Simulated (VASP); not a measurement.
# Hg (P2_1/c) in VASP: relaxation of cell and atoms with PBE

Aim: the relaxation of cell and atoms of Hg with PBE.

All numbers are computed with VASP 6.6.1; they aren't measurements. Logs are shortened: lines on timing, memory, paths and dates and some standing lists are left out, and cuts for length are marked.

### 1 The cell of the first run

It takes space group P2_1/c (No. 14, monoclinic). Conventional cell: a = 6.326 Å, b = 6.876 Å, c = 6.869 Å, α = 90.00°, β = 114.40°, γ = 90.00°. Hg (site symmetry -1) has 6 Hg at 3.45 to 3.79 Å within 4.5 Å. Within 4.6 Å of Hg (site symmetry 1) lie 9 Hg at 3.45 to 4.55 Å.

### 2 Relaxation of cell and atoms, PBE

INCAR reads:

```
SYSTEM = Hg
ALGO = Normal
EDIFF = 1E-7
EDIFFG = -0.01
ENCUT = 500
GGA = PE
GGA_COMPAT = .False.
IBRION = 2
ISIF = 3
ISMEAR = 0
LASPH = .True.
LCHARG = .False.
LREAL = .False.
LWAVE = .False.
NELM = 120
NELMIN = 4
NSW = 100
PREC = Accurate
SIGMA = 0.2605
```

KPOINTS reads:

```
k-points
0
Gamma
  5 4 4
  0 0 0
```

POSCAR reads:

```
Hg
1.0
    6.3264429100      0.0000000000      0.0000000000
    0.0000000000      6.8763506300      0.0000000000
   -2.8377542100      0.0000000000      6.2557963000
Hg
6
Direct
    0.0000000000      0.0000000000      0.0000000000
    0.0000000000      0.5000000000      0.5000000000
    0.4250000000      0.3600000000      0.2650000000
    0.5750000000      0.8600000000      0.2350000000
    0.5750000000      0.6400000000      0.7350000000
    0.4250000000      0.1400000000      0.7650000000
```

Potentials or basis: VASP PAW PBE potentials, release 64 (Hg_sv_GW).

The run is started by

```
$ cat potpaw_PBE.64/Hg_sv_GW/POTCAR > POTCAR
$ mpirun -np 1 vasp_std > vasp.out
```

OUTCAR:

```text
SYSTEM = Hg
   EDIFF = 1E-7
   EDIFFG = -0.01
   ENCUT = 500
   GGA = PE
   IBRION = 2
   ISIF = 3
   ISMEAR = 0
   LASPH = .True.
   LREAL = .False.
   NELM = 120
   NELMIN = 4
   NSW = 100
   PREC = Accurate

 ion  position               nearest neighbor table
   1  0.000  0.000  0.000-
   2  0.000  0.500  0.500-
   3  0.425  0.360  0.265-
   4  0.575  0.860  0.235-
   5  0.575  0.640  0.735-
   6  0.425  0.140  0.765-

  LATTYP: Found a simple monoclinic cell.
 ALAT       =     6.3264429100
 B/A-ratio  =     1.0869221026
 C/A-ratio  =     1.0858140045
 COS(beta)  =    -0.4131043276

  Lattice vectors:

 A1 = (   6.3264429100,   0.0000000000,   0.0000000000)
 A2 = (   0.0000000000,   6.8763506300,   0.0000000000)
 A3 = (  -2.8377542100,   0.0000000000,   6.2557963000)

Analysis of symmetry for initial positions (statically):
=====================================================================
 Subroutine PRICEL returns:
 Original cell was already a primitive cell.

 Routine SETGRP: Setting up the symmetry group for a
 simple monoclinic supercell.

 Subroutine GETGRP returns: Found  4 space group operations
 (whereof  2 operations were pure point group operations)
 out of a pool of  4 trial point group operations.

The static configuration has the point symmetry S_2 .
 The point group associated with its full space group is C_2h.

Analysis of symmetry for dynamics (positions and initial velocities):
=====================================================================
 Subroutine PRICEL returns:
 Original cell was already a primitive cell.

 Routine SETGRP: Setting up the symmetry group for a
 simple monoclinic supercell.

 Subroutine GETGRP returns: Found  4 space group operations
 (whereof  2 operations were pure point group operations)
 out of a pool of  4 trial point group operations.

The dynamic configuration has the point symmetry S_2 .
 The point group associated with its full space group is C_2h.

 Subroutine INISYM returns: Found  4 space group operations
 (whereof  2 operations are pure point group operations),
 and found     1 'primitive' translations

----------------------------------------------------------------------------------------

[... 119 lines left out ...]
     AMIX     =   0.40;   BMIX     =  1.00
     AMIX_MAG =   1.60;   BMIX_MAG =  1.00
  volume/ion in A,a.u.               =      45.36       306.09
  Fermi-wavevector in a.u.,A,eV,Ry     =   1.246049  2.354691 21.124929  1.552639
  Thomas-Fermi vector in A             =   2.380244
   LORBIT       =      0    0 simple, 1 ext, 2 COOP (PROOUT), +10 PAW based schemes
   GGA     = PE    functional components
   LHFCALC =     F    Hartree Fock is set to
   AEXX    =    0.0000 exact exchange contribution
   IVDW    =     0    specifies the selected vdW correction
   LEPSILON=     F    determine dielectric tensor
   LRPA    =     F    only Hartree local field effects (RPA)
 conjugate gradient relaxation of ions
 non-spin polarized calculation
 Gauss-broadening in eV      SIGMA  =   0.26
  energy-cutoff  :      500.00
  volume of cell :      272.14
 maximum number of plane-waves:      6950
 NGX is ok and might be reduce to    48
   NGX = 23   NGY = 25   NGZ = 25

--------------------------------------- Ionic step        1  -------------------------------------------

 number of electron     119.9999971 magnetization

 Free energy of the ion-electron system (eV)
  ---------------------------------------------------
  ext. energy  EPLUGINS =         0.00000000
  ---------------------------------------------------
  free energy    TOTEN  =        -0.92971818 eV

  energy without entropy =       -0.92971814  energy(sigma->0) =       -0.92971816

------------------------ aborting loop because EDIFF is reached ----------------------------------------

  FORCE on cell =-STRESS in cart. coord.  units (eV):
  Direction    XX          YY          ZZ          XY          YZ          ZX
  --------------------------------------------------------------------------------------
  -------------------------------------------------------------------------------------
  Total       -1.9463314     -2.0450590     -2.1242920      0.0000000      0.0000000      0.1974518
  in kB      -11.4584838    -12.0397152    -12.5061777      0.0000000      0.0000000      1.1624423
  external PRESSURE =     -12.0014589 kB  Pullay stress =       0.0000000 kB
[... 101 lines left out ...]
  FREE ENERGIE OF THE ION-ELECTRON SYSTEM (eV)
  ---------------------------------------------------
  free  energy   TOTEN  =        -1.1341946870 eV

  energy  without entropy=       -1.1340939916  energy(sigma->0) =       -1.13414434

[... ionic steps 4 to 14 ...]

--------------------------------------- Ionic step       15  -------------------------------------------

 number of electron     119.9999982 magnetization

------------------------ aborting loop because EDIFF is reached ----------------------------------------
[... 75 lines left out ...]
--------------------------------------- Ionic step       17  -------------------------------------------

 number of electron     119.9999981 magnetization

 Free energy of the ion-electron system (eV)
  ---------------------------------------------------
  ext. energy  EPLUGINS =         0.00000000
  ---------------------------------------------------
  free energy    TOTEN  =        -1.16173226 eV

  energy without entropy =       -1.16159844  energy(sigma->0) =       -1.16166535

 E-fermi :   2.0323     XC(G=0):  -8.7540

 val. band max:        1.4587360028   @ k =   0.0000   0.0000   0.0000
 cond. band min:       2.6057346755   @ k =   0.4000   0.2500   0.0000
 fundamental gap:      1.1469986727
 Fermi energy:         2.0323185618

 k-point     1 :       0.0000    0.0000    0.0000
  band No.  band energies     occupation
      1    -112.0852      2.00000
      2    -112.0850      2.00000
      3    -112.0850      2.00000
      4    -112.0850      2.00000
      5    -112.0162      2.00000
      6    -112.0162      2.00000
[... 1789 lines left out ...]
     71       9.1650      0.00000
     72       9.1650      0.00000

 [... further k-points ...]

------------------------ aborting loop because EDIFF is reached ----------------------------------------

  FORCE on cell =-STRESS in cart. coord.  units (eV):
  Direction    XX          YY          ZZ          XY          YZ          ZX
  --------------------------------------------------------------------------------------
  -------------------------------------------------------------------------------------
  Total       -0.0007197      0.0503780      0.0161284      0.0000000      0.0000000      0.0148777
  in kB       -0.0052803      0.3696199      0.1183328      0.0000000      0.0000000      0.1091563
  external PRESSURE =       0.1608908 kB  Pullay stress =       0.0000000 kB
[... 21 lines left out ...]
  FREE ENERGIE OF THE ION-ELECTRON SYSTEM (eV)
  ---------------------------------------------------
  free  energy   TOTEN  =        -1.1617322612 eV

  energy  without entropy=       -1.1615984360  energy(sigma->0) =       -1.16166535

 reached required accuracy - stopping structural energy minimisation
```

Run time: 1.9 h. Hardware: 1 thread of Intel Xeon 6975P-C (Granite Rapids), shared host; peak memory 0.67 GiB.

Results:

```yaml
Free_energy: -1.1617 eV
Relaxed_volume: 36.40 Å³/atom
Relaxed_cell: a = 5.997 Å, b = 6.475 Å, c = 6.182 Å, α = 90.00°, β = 114.54°, γ = 90.00°
Space_group_after_relaxing_to_0.1_Å: P2_1/c (No. 14)
Energy_gained_by_relaxing: 38.7 meV/atom
Ionic_steps: 17
Pressure_after_relaxing: 0.0 GPa
Largest_force_after_relaxing: 0.009 eV/Å
Band_gap_on_the_k_mesh: 1.15 eV (least direct gap 1.27 eV)
```

Forces on the atoms (eV/Å):
```
Hg   0.000  0.000  0.000
Hg   0.000  0.000  0.000
Hg  -0.003  0.008  0.002
Hg   0.003  0.008 -0.002
Hg   0.003 -0.008 -0.002
Hg  -0.003 -0.008  0.002
```

Step by step:
| step | energy change (eV) | largest force (eV/Å) | pressure (GPa) | volume (Å³) |
| --- | --- | --- | --- | --- |
| 1 | 0.0000 | 0.0373 | -1.20 | 272.14 |
| 2 | -0.0894 | 0.0429 | -0.95 | 258.98 |
| 3 | -0.2045 | 0.0691 | -0.20 | 228.96 |
| 4 | -0.2094 | 0.0817 | 0.02 | 221.69 |
| 5 | -0.2144 | 0.0738 | 0.02 | 221.36 |
| 6 | -0.2234 | 0.0524 | 0.01 | 220.32 |
| 7 | -0.2246 | 0.0432 | 0.00 | 219.78 |
| 8 | -0.2263 | 0.0365 | 0.00 | 219.70 |
| 9 | -0.2298 | 0.0202 | 0.00 | 219.44 |
| 10 | -0.2297 | 0.0237 | 0.01 | 218.88 |
| 11 | -0.2309 | 0.0109 | 0.00 | 219.19 |
| 12 | -0.2309 | 0.0107 | 0.00 | 219.17 |
| 13 | -0.2312 | 0.0106 | -0.01 | 219.37 |
| 14 | -0.2316 | 0.0121 | -0.04 | 219.97 |
| 15 | -0.2317 | 0.0120 | -0.03 | 219.83 |
| 16 | -0.2319 | 0.0100 | -0.01 | 219.21 |
| 17 | -0.2320 | 0.0090 | 0.02 | 218.37 |

Final structure:
```yaml
crystal:
  lattice:
    - [5.99621, 0.00000, 0.06068]
    - [0.00000, 6.47520, 0.00000]
    - [-2.62425, 0.00000, 5.59771]
  atoms:
    - { symbol: Hg, position: [0.00000, 0.00000, 0.00000] }
    - { symbol: Hg, position: [0.00000, 0.50000, 0.50000] }
    - { symbol: Hg, position: [0.40720, 0.35291, 0.25910] }
    - { symbol: Hg, position: [0.59280, 0.85291, 0.24090] }
    - { symbol: Hg, position: [0.59280, 0.64709, 0.74090] }
    - { symbol: Hg, position: [0.40720, 0.14709, 0.75910] }
```

Levels at points of the mesh, in eV from the valence-band top:
| k point | band 56 | band 57 | band 58 | band 59 | band 60 | band 61 | band 62 | band 63 | band 64 | band 65 |
| --- | --- | --- | --- | --- | --- | --- | --- | --- | --- | --- |
| (0.00, 0.00, 0.00) | -2.27 | -1.91 | -1.03 | -0.23 | 0.00 | 1.82 | 1.90 | 2.68 | 3.37 | 4.17 |
| (0.00, 0.50, 0.00) | -4.50 | -0.43 | -0.43 | -0.18 | -0.18 | 1.87 | 1.87 | 2.75 | 2.75 | 3.56 |
| (0.00, 0.00, 0.50) | -4.28 | -1.24 | -1.24 | -0.49 | -0.49 | 1.62 | 1.62 | 3.14 | 3.14 | 4.61 |
| (0.00, 0.50, 0.50) | -3.74 | -2.71 | -2.71 | -0.22 | -0.22 | 1.62 | 1.62 | 4.76 | 4.76 | 5.08 |

Caveat: the volume moved by over 15 % at a fixed basis, so the end points are rough; so wide a smearing shifts energies and pressures; spin-orbit coupling is left out, which moves the levels of the heavy elements. A k mesh can miss the band edges.
